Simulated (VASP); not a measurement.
# Tc12H (a cell with a defect) in VASP: single point with PBE+D3(BJ)

Aim: the single point of Tc12H (a cell with a defect) with PBE+D3(BJ).

All numbers are computed with VASP 6.6.1; they aren't measurements. Logs are shortened: lines on timing, memory, paths and dates and some standing lists are left out, and cuts for length are marked.

## 1. The cell of the first run

The cell holds a defect, 13 atoms: a = 5.480 Å, b = 8.220 Å, c = 4.395 Å, α = 90.00°, β = 90.00°, γ = 120.00°.

## 2. Single point, PBE+D3(BJ)

INCAR reads:

```
SYSTEM = Tc12H
PREC = Accurate ; ENCUT = 520
EDIFF = 1E-6 ; ISMEAR = -1
SIGMA = 0.15 ; LREAL = .False.
LASPH = .True. ; NELM = 100
ALGO = Normal ; ISIF = 2
LWAVE = .False. ; LCHARG = .False.
GGA = PE ; IVDW = 12
NBANDS = 90
```

KPOINTS reads:

```
Automatic mesh
0
Gamma
  4 3 4
  0 0 0
```

POSCAR reads:

```
Tc12H
1.0
    5.4800000000      0.0000000000      0.0000000000
   -4.1100000000      7.1187290000      0.0000000000
    0.0000000000      0.0000000000      4.3949600000
Tc H
12 1
Direct
   -0.0047212901      0.0165759927     -0.0119455012
    0.1853082600      0.2152771934      0.5003230974
    0.0287819635      0.3560888468     -0.0491244516
    0.1380551156      0.5703265288      0.5160684056
   -0.0033984921      0.6751767064      0.0452791379
    0.1332430574      0.8773897700      0.5102435517
    0.4637463411     -0.0280949029     -0.0178613685
    0.7172072465      0.2211911705      0.4588892732
    0.5412707332      0.3244680335      0.0048692138
    0.5825714848      0.5335503009      0.5582303366
    0.5416280369      0.6799809348      0.0277818228
    0.6697244169      0.8883186872      0.4573875530
    0.4042483498      0.1252751720      0.7906101534
```

Potentials or basis: VASP PAW PBE potentials, release 64 (Tc_pv, H).

Started as:

```bash
> cat potpaw_PBE.64/Tc_pv/POTCAR potpaw_PBE.64/H/POTCAR > POTCAR
> mpirun -np 1 vasp_std > vasp.out
```

OUTCAR:

```text
SYSTEM = Tc12H
   PREC = Accurate
   ENCUT = 520
   EDIFF = 1E-6
   ISMEAR = -1
   LREAL = .False.
   LASPH = .True.
   NELM = 100
   ISIF = 2
   GGA = PE
   IVDW = 12
 IVDW          = 12

 ion  position               nearest neighbor table
   1  0.995  0.017  0.988-  13 2.14   2 2.58  12 2.58  11 2.64   2 2.67   6 2.67   3 2.71   7 2.75
                             7 2.77   9 2.79  12 2.80   5 2.82   6 2.83
   2  0.185  0.215  0.500-  13 2.12  10 2.44   1 2.58   8 2.60   3 2.64   6 2.65   1 2.67   9 2.76
                            12 2.77   9 2.79   8 2.90   3 2.98   4 3.06
   3  0.029  0.356  0.951-   4 2.46   9 2.56   8 2.63   2 2.64   8 2.69   1 2.71   5 2.75  11 2.76
                             4 2.93   9 2.96   2 2.98   7 3.13  10 3.14
   4  0.138  0.570  0.516-   3 2.46   5 2.51   6 2.54  10 2.61   8 2.65   5 2.72  12 2.79  11 2.88
                            10 2.91   3 2.93  11 2.96   2 3.06
   5  0.997  0.675  0.045-   6 2.50   4 2.51  11 2.51   7 2.52   9 2.72   4 2.72   3 2.75   6 2.76
                             1 2.82  10 2.91  11 2.97  10 2.99
   6  0.133  0.877  0.510-   5 2.50   4 2.54  12 2.60   7 2.60   2 2.65   1 2.67   5 2.76   7 2.80
                             1 2.83  12 2.91  10 2.93   8 3.04
   7  0.464  0.972  0.982-  13 1.68   5 2.52   6 2.60  12 2.62  11 2.65   9 2.71   1 2.75   1 2.77
                             8 2.77  12 2.80   6 2.80   8 2.93   3 3.13
   8  0.717  0.221  0.459-  13 2.08   9 2.54   2 2.60  12 2.62   3 2.63   4 2.65   3 2.69   7 2.77
                             9 2.87   2 2.90   7 2.93  10 3.04   6 3.04
   9  0.541  0.324  0.005-  13 1.70   8 2.54  10 2.54   3 2.56   7 2.71   5 2.72   2 2.76   2 2.79
                             1 2.79   8 2.87  10 2.92  11 2.92   3 2.96
  10  0.583  0.534  0.558-   2 2.44  11 2.46   9 2.54   4 2.61  11 2.68  12 2.75   5 2.91   4 2.91
                             9 2.92   6 2.93   5 2.99   8 3.04   3 3.14
  11  0.542  0.680  0.028-  12 2.41  10 2.46   5 2.51   1 2.64   7 2.65  10 2.68   3 2.76   4 2.88
                            12 2.92   9 2.92   4 2.96   5 2.97
  12  0.670  0.888  0.457-  11 2.41   1 2.58   6 2.60   8 2.62   7 2.62  10 2.75   2 2.77   4 2.79
                             7 2.80   1 2.80   6 2.91  11 2.92
  13  0.404  0.125  0.791-   7 1.68   9 1.70   8 2.08   2 2.12   1 2.14

  LATTYP: Found a simple monoclinic cell.
 ALAT       =     5.4800000000
 B/A-ratio  =     0.8020000000
 C/A-ratio  =     1.3228756879
 COS(beta)  =    -0.1889822319

  Lattice vectors:

 A1 = (   5.4800000000,   0.0000000000,   0.0000000000)
 A2 = (   0.0000000000,   0.0000000000,   4.3949600000)
 A3 = (  -1.3700000000,  -7.1187290000,   0.0000000000)

Analysis of symmetry for initial positions (statically):
=====================================================================
 Subroutine PRICEL returns:
 Original cell was already a primitive cell.

 Routine SETGRP: Setting up the symmetry group for a
 simple monoclinic supercell.

 Subroutine GETGRP returns: Found  1 space group operations
 (whereof  1 operations were pure point group operations)
 out of a pool of  4 trial point group operations.

The static configuration has the point symmetry C_1 .

Analysis of symmetry for dynamics (positions and initial velocities):
=====================================================================
 Subroutine PRICEL returns:
 Original cell was already a primitive cell.

 Routine SETGRP: Setting up the symmetry group for a
 simple monoclinic supercell.

 Subroutine GETGRP returns: Found  1 space group operations
 (whereof  1 operations were pure point group operations)
 out of a pool of  4 trial point group operations.

The dynamic configuration has the point symmetry C_1 .

 Subroutine INISYM returns: Found  1 space group operations
 (whereof  1 operations are pure point group operations),
 and found     1 'primitive' translations

----------------------------------------------------------------------------------------

                                     Primitive cell

  volume of cell :     171.4502

  direct lattice vectors                    reciprocal lattice vectors
     5.480000000  0.000000000  0.000000000     0.182481752  0.105355886  0.000000000
    -4.110000000  7.118729000  0.000000000     0.000000000  0.140474514  0.000000000
     0.000000000  0.000000000  4.394960000     0.000000000  0.000000000  0.227533356

  length of vectors
     5.480000000  8.220000157  4.394960000     0.210711776  0.140474514  0.227533356

  position of ions in fractional coordinates (direct lattice)
     0.995278710  0.016575993  0.988054499
[... 45 lines left out ...]
     0.052677944  0.046824838  0.056883339

  Shift w.r.t. Gamma in fractional coordinates (k-lattice)
     0.000000000  0.000000000  0.000000000

 Subroutine IBZKPT returns following result:
 ===========================================

 Found     26 irreducible k-points:

 Following reciprocal coordinates:
            Coordinates               Weight
  0.000000  0.000000  0.000000      1.000000
  0.250000  0.000000  0.000000      2.000000
  0.500000  0.000000  0.000000      1.000000
  0.000000  0.333333  0.000000      2.000000
  0.250000  0.333333  0.000000      2.000000
  0.500000  0.333333  0.000000      2.000000
[... 16 lines left out ...]
  0.000000  0.333333  0.500000      2.000000
  0.250000  0.333333  0.500000      2.000000
 [... further k-points ...]
   k-points           NKPTS =     26   k-points in BZ     NKDIM =     26   number of bands    NBANDS=     90
   number of dos      NEDOS =    301   number of ions     NIONS =     13
   total plane-waves  NPLWV =  96768
   dimension x,y,z NGX =    42 NGY =   64 NGZ =   36
   dimension x,y,z NGXF=    84 NGYF=  128 NGZF=   72
   ions per type =              12   1
   NGX,Y,Z   is equivalent  to a cutoff of  12.74, 12.94, 13.62 a.u.
   NGXF,Y,Z  is equivalent  to a cutoff of  25.48, 25.89, 27.24 a.u.
 SYSTEM =  Tc12H
   PREC   = accura    normal or accurate (medium, high low for compatibility)
   ISTART =      0    job   : 0-new  1-cont  2-samecut
   ICHARG =      2    charge: 1-file 2-atom 10-const
   ISPIN  =      1    spin polarized calculation?
   LNONCOLLINEAR =      F non collinear calculations
   LSORBIT =      F    spin-orbit coupling
   LASPH  =      T    aspherical Exc in radial PAW
   ENCUT  =  520.0 eV  38.22 Ry    6.18 a.u.  10.19 15.28  8.17*2*pi/ulx,y,z
   NELM   =    100;   NELMIN=  2; NELMDL= -5     # of ELM steps
   EDIFF  = 0.1E-05   stopping-criterion for ELM
   LREAL  =      F    real-space projection
   EDIFFG = 0.1E-04   stopping-criterion for IOM
   NSW    =      0    number of steps for IOM
   IBRION =     -1    ionic relax: 0-MD 1-quasi-New 2-CG
   NFREE  =      0    steps in history (QN), initial steepest desc. (CG)
   ISIF   =      2    stress and relaxation
   ISYM   =      2    0-nonsym 1-usesym 2-fastsym
   POTIM  = 0.5000    time-step for ionic-motion
   TEBEG  =    0.0;   TEEND  =   0.0 temperature during run
   PSTRESS=    0.0 pullay stress
   NELECT =     157.0000    total number of electrons
   NUPDOWN=      -1.0000    fix difference up-down
   EMIN   =  10.00;   EMAX   =-10.00  energy-range for DOS
   EFERMI =   0.00;   METHOD = LEGACY
   ISMEAR =    -1;   SIGMA  =   0.15  broadening in eV -4-tet -1-fermi 0-gaus
   EFERMI_NEDOS =   21; number of points for ismear=-14 and -15
   IALGO  =     38    algorithm
   IMIX   =      4    mixing-type and parameters
     AMIX     =   0.40;   BMIX     =  1.00
     AMIX_MAG =   1.60;   BMIX_MAG =  1.00
  volume/ion in A,a.u.               =      13.19        89.00
  Fermi-wavevector in a.u.,A,eV,Ry     =   1.589750  3.004191 34.386057  2.527304
  Thomas-Fermi vector in A             =   2.688551
   LORBIT       =      0    0 simple, 1 ext, 2 COOP (PROOUT), +10 PAW based schemes
   GGA     = PE    functional components
   LHFCALC =     F    Hartree Fock is set to
   AEXX    =    0.0000 exact exchange contribution
   IVDW    =    12    specifies the selected vdW correction
   LEPSILON=     F    determine dielectric tensor
   LRPA    =     F    only Hartree local field effects (RPA)
 non-spin polarized calculation
  energy-cutoff  :      520.00
  volume of cell :      171.45
 maximum number of plane-waves:      4640
 NGX is ok and might be reduce to    42
   NGX = 21   NGY = 31   NGZ = 17

 number of electron     156.9999998 magnetization

 Free energy of the ion-electron system (eV)
  ---------------------------------------------------
  ext. energy  EPLUGINS =         0.00000000
  ---------------------------------------------------
  free energy    TOTEN  =      -125.32033460 eV

  energy without entropy =     -124.46920335  energy(sigma->0) =     -124.89476898

 E-fermi :  13.0444     XC(G=0): -13.8251

 val. band max:       13.0307202232   @ k =   0.2500   0.0000   0.5000
 cond. band min:      13.0505572331   @ k =   0.5000   0.3333   0.0000
 fundamental gap:      0.0198370100
 Fermi energy:        13.0443690378

 k-point     1 :       0.0000    0.0000    0.0000
  band No.  band energies     occupation
      1     -26.8844      2.00000
      2     -26.6394      2.00000
      3     -26.5816      2.00000
      4     -26.5335      2.00000
      5     -26.4330      2.00000
      6     -26.4030      2.00000
[... 2221 lines left out ...]
     89      14.8771      0.00001
     90      15.0734      0.00000

 [... further k-points ...]

------------------------ aborting loop because EDIFF is reached ----------------------------------------

 Edisp (eV)   -7.87032

 E8    (eV) :    -3.6246

  FORCE on cell =-STRESS in cart. coord.  units (eV):
  Direction    XX          YY          ZZ          XY          YZ          ZX
  --------------------------------------------------------------------------------------
  -------------------------------------------------------------------------------------
  Total       6.01941    13.04309     7.14293    -4.53802     1.18314     3.88694
  in kB      56.25055   121.88579    66.74961   -42.40718    11.05629    36.32293
  external pressure =       81.63 kB  Pullay stress =        0.00 kB

 VOLUME and BASIS-vectors are now :
 -----------------------------------------------------------------------------
  energy-cutoff  :      520.00
  volume of cell :      171.45
      direct lattice vectors                 reciprocal lattice vectors
     5.480000000  0.000000000  0.000000000     0.182481752  0.105355886  0.000000000
    -4.110000000  7.118729000  0.000000000     0.000000000  0.140474514  0.000000000
     0.000000000  0.000000000  4.394960000     0.000000000  0.000000000  0.227533356

 POSITION                                       TOTAL-FORCE (eV/Angst)
 -----------------------------------------------------------------------------------
      5.38600      0.11800      4.34246         0.396111     -0.325183      0.519661
      0.13070      1.53250      2.19890        -0.422146      0.039984     -1.064250
     -1.30580      2.53490      4.17906         0.962060     -0.828949      1.538545
     -1.58750      4.06000      2.26810         1.260980     -0.162860     -0.638972
      2.68640      4.80640      0.19900        -0.503253     -0.761451     -1.145116
     -2.87590      6.24590      2.24250         0.639269      0.736414     -0.830260
     -1.45320      6.91873      4.31646         1.497139      0.326731      0.831951
      3.02120      1.57460      2.01680        -1.537554     -0.189905      0.957054
      1.63260      2.30980      0.02140        -1.010257      1.115318      0.783874
      0.99960      3.79820      2.45340         1.990206      0.718831     -1.253303
      0.17340      4.84060      0.12210        -1.592122     -0.864816     -0.553390
      0.01910      6.32370      2.01020        -0.802721      0.218790      2.338927
      1.70040      0.89180      3.47470        -0.877711     -0.022904     -1.484721
 -----------------------------------------------------------------------------------
    total drift:                                0.000048     -0.000074      0.000226

  FREE ENERGIE OF THE ION-ELECTRON SYSTEM (eV)
  ---------------------------------------------------
  free  energy   TOTEN  =      -133.1906581385 eV

  energy  without entropy=     -132.3395268891  energy(sigma->0) =     -132.76509251
```

Wall time 15 min (1 thread of Intel Xeon 8259CL, shared host); peak memory 0.46 GiB.

Results:

* Free energy: -133.1907 eV
* Pressure: 8.2 GPa
* Largest force: 2.483 eV/Å
* Band gap on the k mesh: zero (an odd number of electrons rules out a gap without spin polarisation)
* Dispersion energy per atom: -0.605 eV

Forces on the atoms (eV/Å):
```
Tc   0.396 -0.325  0.520
Tc  -0.422  0.040 -1.064
Tc   0.962 -0.829  1.539
Tc   1.261 -0.163 -0.639
Tc  -0.503 -0.761 -1.145
Tc   0.639  0.736 -0.830
Tc   1.497  0.327  0.832
Tc  -1.538 -0.190  0.957
Tc  -1.010  1.115  0.784
Tc   1.990  0.719 -1.253
Tc  -1.592 -0.865 -0.553
Tc  -0.803  0.219  2.339
H   -0.878 -0.023 -1.485
```

Levels at points of the mesh, in eV from the Fermi level:
| k point | band 75 | band 76 | band 77 | band 78 | band 79 | band 80 | band 81 | band 82 | band 83 | band 84 |
| --- | --- | --- | --- | --- | --- | --- | --- | --- | --- | --- |
| (0.00, 0.00, 0.00) | -0.76 | -0.66 | -0.53 | -0.37 | -0.08 | 0.32 | 0.76 | 0.81 | 1.05 | 1.15 |
| (0.50, 0.00, 0.00) | -0.77 | -0.68 | -0.48 | -0.10 | -0.03 | 0.05 | 0.20 | 0.42 | 0.56 | 0.62 |
| (0.00, 0.00, 0.50) | -0.38 | -0.30 | -0.20 | 0.04 | 0.16 | 0.34 | 0.47 | 0.57 | 0.85 | 0.95 |
| (0.50, 0.00, 0.50) | -0.63 | -0.52 | -0.41 | -0.30 | -0.16 | -0.14 | -0.11 | 0.14 | 0.43 | 0.79 |
